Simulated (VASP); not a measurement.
# Ti3H in VASP: single point with PBE

Aim: the single point of Ti3H with PBE.

Program: VASP 6.6.1. These are calculated values, not measurements. Logs are shortened: lines on timing, memory, paths and dates and some standing lists are left out, and cuts for length are marked.

## 1. The cell of the first run

The cell holds a slab with vacuum, 4 atoms: a = 2.908 Å, b = 2.908 Å, c = 20.806 Å, α = 90.00°, β = 90.00°, γ = 90.00°.

## 2. Single point, PBE, collinear spin

INCAR

```
SYSTEM = Ti3H
PREC = Accurate
ENCUT = 450
EDIFF = 1E-6
ISMEAR = 0
SIGMA = 0.1
LREAL = .FALSE.
LASPH = .TRUE.
NELM = 300
ALGO = Normal
ISIF = 2
LWAVE = .FALSE.
LCHARG = .FALSE.
ISPIN = 2
MAGMOM = 0 0 0 1
LORBIT = 11
LMAXMIX = 4
LDIPOL = .TRUE.
IDIPOL = 3
DIPOL = 0.5 0.5 0.351
GGA = PE
NBANDS = 30
GGA_COMPAT = .FALSE.
NELMDL = -8
AMIX = 0.1
BMIX = 1E-4
AMIX_MAG = 0.4
BMIX_MAG = 1E-4
KPAR = 4
```

KPOINTS

```
Automatic mesh
0
G
  9 9 1
  0 0 0
```

POSCAR

```
Ti3H
1.0
    2.9075446931      0.0000000000      0.0000000000
    0.0000000000      2.9075446931      0.0000000000
    0.0000000000      0.0000000000     20.8059825779
Ti H
3 1
Direct
    0.5000000000      0.5000000000      0.1922523959
    0.0000000000      0.0000000000      0.2837148153
    0.5000000000      0.5000000000      0.3751797133
    0.8333333333      0.8333333333      0.5515712865
```

Potentials or basis: VASP PAW PBE potentials, release 64 (Ti_sv, H).

On the command line:

```
$ cat potpaw_PBE.64/Ti_sv/POTCAR potpaw_PBE.64/H/POTCAR > POTCAR
$ mpirun -np 4 vasp_std > vasp.out
```

OUTCAR:

```text
SYSTEM = Ti3H
   PREC = Accurate
   ENCUT = 450
   EDIFF = 1E-6
   ISMEAR = 0
   LREAL = .FALSE.
   LASPH = .TRUE.
   NELM = 300
   ISIF = 2
   ISPIN = 2
   LORBIT = 11
   GGA = PE
   NELMDL = -8
   AMIX = 0.1
   AMIX_MAG = 0.4

 ion  position               nearest neighbor table
   1  0.500  0.500  0.192-   2 2.80   2 2.80   2 2.80   2 2.80
   2  0.000  0.000  0.284-   1 2.80   1 2.80   1 2.80   1 2.80   3 2.80   3 2.80   3 2.80   3 2.80

   3  0.500  0.500  0.375-   2 2.80   2 2.80   2 2.80   2 2.80
   4  0.833  0.833  0.552-

  LATTYP: Found a simple tetragonal cell.
 ALAT       =     2.9075446931
 C/A-ratio  =     7.1558599348

  Lattice vectors:

 A1 = (   2.9075446931,   0.0000000000,   0.0000000000)
 A2 = (   0.0000000000,   2.9075446931,   0.0000000000)
 A3 = (   0.0000000000,   0.0000000000,  20.8059825779)

Analysis of symmetry for initial positions (statically):
=====================================================================
 Subroutine PRICEL returns:
 Original cell was already a primitive cell.

 Routine SETGRP: Setting up the symmetry group for a
 simple tetragonal supercell.

 Subroutine GETGRP returns: Found  2 space group operations
 (whereof  2 operations were pure point group operations)
 out of a pool of 16 trial point group operations.

The static configuration has the point symmetry C_1h.

Analysis of symmetry for dynamics (positions and initial velocities):
=====================================================================
 Subroutine PRICEL returns:
 Original cell was already a primitive cell.

 Routine SETGRP: Setting up the symmetry group for a
 simple tetragonal supercell.

 Subroutine GETGRP returns: Found  2 space group operations
 (whereof  2 operations were pure point group operations)
 out of a pool of 16 trial point group operations.

The dynamic configuration has the point symmetry C_1h.

Analysis of structural, dynamic, and magnetic symmetry:
=====================================================================
 Subroutine PRICEL returns:
 Original cell was already a primitive cell.

 Routine SETGRP: Setting up the symmetry group for a
 simple tetragonal supercell.

 Subroutine GETGRP returns: Found  2 space group operations
 (whereof  2 operations were pure point group operations)
 out of a pool of 16 trial point group operations.

The overall configuration has the point symmetry C_1h.

 Subroutine INISYM returns: Found  2 space group operations
 (whereof  2 operations are pure point group operations),
 and found     1 'primitive' translations

----------------------------------------------------------------------------------------

                                     Primitive cell

  volume of cell :     175.8900

  direct lattice vectors                    reciprocal lattice vectors
     2.907544693  0.000000000  0.000000000     0.343932804  0.000000000  0.000000000
     0.000000000  2.907544693  0.000000000     0.000000000  0.343932804  0.000000000
     0.000000000  0.000000000 20.805982578     0.000000000  0.000000000  0.048063099

  length of vectors
     2.907544693  2.907544693 20.805982578     0.343932804  0.343932804  0.048063099

  position of ions in fractional coordinates (direct lattice)
     0.500000000  0.500000000  0.192252396
     0.000000000  0.000000000  0.283714815
     0.500000000  0.500000000  0.375179713
     0.833333333  0.833333333  0.551571286

  ion indices of the primitive-cell ions
   primitive index   ion index
                 1           1
                 2           2
                 3           3
                 4           4

----------------------------------------------------------------------------------------

 KPOINTS: Automatic mesh

Automatic generation of k-mesh.
 Grid dimensions read from file:
 generate k-points for:    9    9    1

 Generating k-lattice:

  Cartesian coordinates                     Fractional coordinates (reciprocal lattice)
     0.038214756  0.000000000  0.000000000     0.111111111  0.000000000  0.000000000
     0.000000000  0.038214756  0.000000000     0.000000000  0.111111111  0.000000000
     0.000000000  0.000000000  0.048063099     0.000000000  0.000000000  1.000000000

  Length of vectors
     0.038214756  0.038214756  0.048063099

  Shift w.r.t. Gamma in fractional coordinates (k-lattice)
     0.000000000  0.000000000  0.000000000

 Subroutine IBZKPT returns following result:
 ===========================================

 Found     25 irreducible k-points:

 Following reciprocal coordinates:
            Coordinates               Weight
  0.000000  0.000000  0.000000      1.000000
  0.111111  0.000000  0.000000      4.000000
  0.222222  0.000000  0.000000      4.000000
  0.333333  0.000000  0.000000      4.000000
  0.444444  0.000000  0.000000      4.000000
  0.111111  0.111111  0.000000      2.000000
[... 16 lines left out ...]
 -0.333333  0.444444  0.000000      4.000000
  0.444444  0.444444  0.000000      2.000000
   k-points           NKPTS =     25   k-points in BZ     NKDIM =     25   number of bands    NBANDS=     30
   number of dos      NEDOS =    301   number of ions     NIONS =      4
   total plane-waves  NPLWV =  57600
   dimension x,y,z NGX =    20 NGY =   20 NGZ =  144
   dimension x,y,z NGXF=    40 NGYF=   40 NGZF=  288
   ions per type =               3   1
   NGX,Y,Z   is equivalent  to a cutoff of  11.44, 11.44, 11.51 a.u.
   NGXF,Y,Z  is equivalent  to a cutoff of  22.87, 22.87, 23.01 a.u.
 SYSTEM =  Ti3H
   PREC   = accura    normal or accurate (medium, high low for compatibility)
   ISTART =      0    job   : 0-new  1-cont  2-samecut
   ICHARG =      2    charge: 1-file 2-atom 10-const
   ISPIN  =      2    spin polarized calculation?
   LNONCOLLINEAR =      F non collinear calculations
   LSORBIT =      F    spin-orbit coupling
   LASPH  =      T    aspherical Exc in radial PAW
   ENCUT  =  450.0 eV  33.07 Ry    5.75 a.u.   5.03  5.03 35.99*2*pi/ulx,y,z
   NELM   =    300;   NELMIN=  2; NELMDL= -8     # of ELM steps
   EDIFF  = 0.1E-05   stopping-criterion for ELM
   LREAL  =      F    real-space projection
   EDIFFG = 0.1E-04   stopping-criterion for IOM
   NSW    =      0    number of steps for IOM
   IBRION =     -1    ionic relax: 0-MD 1-quasi-New 2-CG
   NFREE  =      0    steps in history (QN), initial steepest desc. (CG)
   ISIF   =      2    stress and relaxation
   ISYM   =      2    0-nonsym 1-usesym 2-fastsym
   POTIM  = 0.5000    time-step for ionic-motion
   TEBEG  =    0.0;   TEEND  =   0.0 temperature during run
   PSTRESS=    0.0 pullay stress
   NELECT =      37.0000    total number of electrons
   NUPDOWN=      -1.0000    fix difference up-down
   EMIN   =  10.00;   EMAX   =-10.00  energy-range for DOS
   EFERMI =   0.00;   METHOD = LEGACY
   ISMEAR =     0;   SIGMA  =   0.10  broadening in eV -4-tet -1-fermi 0-gaus
   EFERMI_NEDOS =   21; number of points for ismear=-14 and -15
   IALGO  =     38    algorithm
   IMIX   =      4    mixing-type and parameters
     AMIX     =   0.10;   BMIX     =  0.00
     AMIX_MAG =   0.40;   BMIX_MAG =  0.00
  volume/ion in A,a.u.               =      43.97       296.74
  Fermi-wavevector in a.u.,A,eV,Ry     =   0.973633  1.839899 12.897782  0.947960
  Thomas-Fermi vector in A             =   2.104028
   LORBIT       =     11    0 simple, 1 ext, 2 COOP (PROOUT), +10 PAW based schemes
   GGA     = PE    functional components
   LHFCALC =     F    Hartree Fock is set to
   AEXX    =    0.0000 exact exchange contribution
   IVDW    =     0    specifies the selected vdW correction
   LEPSILON=     F    determine dielectric tensor
   LRPA    =     F    only Hartree local field effects (RPA)
 spin polarized calculation
 Gauss-broadening in eV      SIGMA  =   0.10
  energy-cutoff  :      450.00
  volume of cell :      175.89
 maximum number of plane-waves:      3849
   NGX = 11   NGY = 11   NGZ = 71

 dipolmoment           0.000000      0.000000     -0.020517 electrons x Angstroem

 number of electron      37.0000032 magnetization       0.2720468

 dipolmoment           0.000000      0.000000      0.075901 electrons x Angstroem

 Free energy of the ion-electron system (eV)
  ---------------------------------------------------
  ext. energy  EPLUGINS =         0.00000000
  ---------------------------------------------------
  free energy    TOTEN  =       -22.84586044 eV

  energy without entropy =      -22.80917876  energy(sigma->0) =      -22.82751960

 E-fermi :  -0.5614     XC(G=0):  -4.8209

 val. band max:       -0.5613689546   @ k =   0.4444   0.0000   0.0000
 cond. band min:      -0.5541801241   @ k =   0.0000   0.0000   0.0000
 fundamental gap:      0.0071888305
 Fermi energy:        -0.5613532030

 spin component 1

 k-point     1 :       0.0000    0.0000    0.0000
  band No.  band energies     occupation
      1     -57.3287      1.00000
      2     -57.2329      1.00000
      3     -56.9672      1.00000
      4     -33.7775      1.00000
      5     -33.5999      1.00000
      6     -33.3689      1.00000
[... 22 lines left out ...]
     29       2.4009      0.00000
     30       2.9431      0.00000

 k-point     2 :       0.1111    0.0000    0.0000
  band No.  band energies     occupation
      1     -57.3226      1.00000
      2     -57.2270      1.00000
      3     -56.9651      1.00000
      4     -33.7677      1.00000
      5     -33.6109      1.00000
      6     -33.4051      1.00000
[... 22 lines left out ...]
     29       2.2328      0.00000
     30       2.9503      0.00000

 k-point     3 :       0.2222    0.0000    0.0000
  band No.  band energies     occupation
      1     -57.3068      1.00000
      2     -57.2116      1.00000
      3     -56.9602      1.00000
      4     -33.7510      1.00000
      5     -33.6462      1.00000
      6     -33.4979      1.00000
[... 682 lines left out ...]
     29       3.4305      0.00000
     30       5.0785      0.00000

 k-point    24 :       0.4444    0.4444    0.0000
  band No.  band energies     occupation
      1     -57.2388      1.00000
      2     -57.1422      1.00000
      3     -56.9135      1.00000
      4     -33.7261      1.00000
      5     -33.7237      1.00000
      6     -33.6167      1.00000
[... 22 lines left out ...]
     29       3.2750      0.00000
     30       4.5194      0.00000

 [... further k-points ...]

 spin component 2

 k-point     1 :       0.0000    0.0000    0.0000
  band No.  band energies     occupation
      1     -57.5537      1.00000
      2     -57.3820      1.00000
      3     -56.9352      1.00000
      4     -33.9827      1.00000
      5     -33.7811      1.00000
      6     -33.5742      1.00000
[... 22 lines left out ...]
     29       2.2946      0.00000
     30       2.8487      0.00000

 k-point     2 :       0.1111    0.0000    0.0000
  band No.  band energies     occupation
      1     -57.5483      1.00000
      2     -57.3764      1.00000
      3     -56.9320      1.00000
      4     -33.9759      1.00000
      5     -33.7842      1.00000
      6     -33.6164      1.00000
[... 22 lines left out ...]
     29       2.1799      0.00000
     30       2.8967      0.00000

 k-point     3 :       0.2222    0.0000    0.0000
  band No.  band energies     occupation
      1     -57.5345      1.00000
      2     -57.3621      1.00000
      3     -56.9242      1.00000
      4     -33.9635      1.00000
      5     -33.8024      1.00000
      6     -33.7113      1.00000
[... 682 lines left out ...]
     29       3.3956      0.00000
     30       4.9338      0.00000

 k-point    24 :       0.4444    0.4444    0.0000
  band No.  band energies     occupation
      1     -57.4698      1.00000
      2     -57.2960      1.00000
      3     -56.8705      1.00000
      4     -33.9063      1.00000
      5     -33.9023      1.00000
      6     -33.8577      1.00000
[... 22 lines left out ...]
     29       3.5774      0.00000
     30       4.3592      0.00000

 [... further k-points ...]

------------------------ aborting loop because EDIFF is reached ----------------------------------------

 vacuum level on the upper side and lower side of the slab       (xc-potential included)         0.706        -0.957

  FORCE on cell =-STRESS in cart. coord.  units (eV):
  Direction    XX          YY          ZZ          XY          YZ          ZX
  --------------------------------------------------------------------------------------
  -------------------------------------------------------------------------------------
  Total       -1.2347564     -1.2347564     -1.0478015     -0.0011488     -0.0095502     -0.0095502
  in kB      -11.2473659    -11.2473659     -9.5443983     -0.0104641     -0.0869926     -0.0869924
  external PRESSURE =     -10.6797100 kB  Pullay stress =       0.0000000 kB

 VOLUME and BASIS-vectors are now :
 -----------------------------------------------------------------------------
  energy-cutoff  :      450.00
  volume of cell :      175.89
      direct lattice vectors                 reciprocal lattice vectors
     2.907544693  0.000000000  0.000000000     0.343932804  0.000000000  0.000000000
     0.000000000  2.907544693  0.000000000     0.000000000  0.343932804  0.000000000
     0.000000000  0.000000000 20.805982578     0.000000000  0.000000000  0.048063099

 POSITION                                       TOTAL-FORCE (eV/Angst)
 -----------------------------------------------------------------------------------
      1.45377      1.45377      4.00000         0.000222      0.000222      0.034922
      0.00000      0.00000      5.90297        -0.000207     -0.000207     -0.058392
      1.45377      1.45377      7.80598         0.002522      0.002522      0.260344
      2.42295      2.42295     11.47598        -0.002536     -0.002536     -0.236875
 -----------------------------------------------------------------------------------
    total drift:                               -0.000045     -0.000045      0.000193

  FREE ENERGIE OF THE ION-ELECTRON SYSTEM (eV)
  ---------------------------------------------------
  free  energy   TOTEN  =       -22.8458604418 eV

  energy  without entropy=      -22.8091787585  energy(sigma->0) =      -22.82751960

 vacuum level on the upper side and lower side of the slab         4.746         3.032

 total charge

# of ion       s       p       d       tot
------------------------------------------
    1        2.243   6.061   1.927  10.231
    2        2.262   6.149   1.909  10.320
    3        2.240   6.060   1.923  10.223
    4        0.383   0.000   0.000   0.383
--------------------------------------------------
tot          7.128  18.269   5.759  31.157

 magnetization (x)

# of ion       s       p       d       tot
------------------------------------------
    1       -0.001  -0.003  -0.060  -0.064
    2       -0.000  -0.004   0.048   0.044
    3       -0.005  -0.018  -0.332  -0.355
    4        0.357   0.000   0.000   0.357
--------------------------------------------------
tot          0.351  -0.025  -0.344  -0.018
```

Wall time 2.9 min (4 MPI ranks of Intel Xeon Platinum 8375C at 2.90GHz (Ice Lake), shared host); peak memory 0.37 GiB.

What came out:

```yaml
Free_energy: -22.8459 eV
Largest_force: 0.260 eV/Å
Net_moment: 0.27 μB per cell
Site_moments: Ti -0.06, +0.04, -0.35; H +0.36 μB
Valence_electrons_inside_the_program's_atomic_spheres: Ti 10.23, 10.32, 10.22; H 0.38
```

Forces on the atoms (eV/Å):
```
Ti   0.000  0.000  0.035
Ti   0.000  0.000 -0.058
Ti   0.003  0.003  0.260
H   -0.003 -0.003 -0.237
```

Caveat: a moment this small can come from the mesh or the smearing.
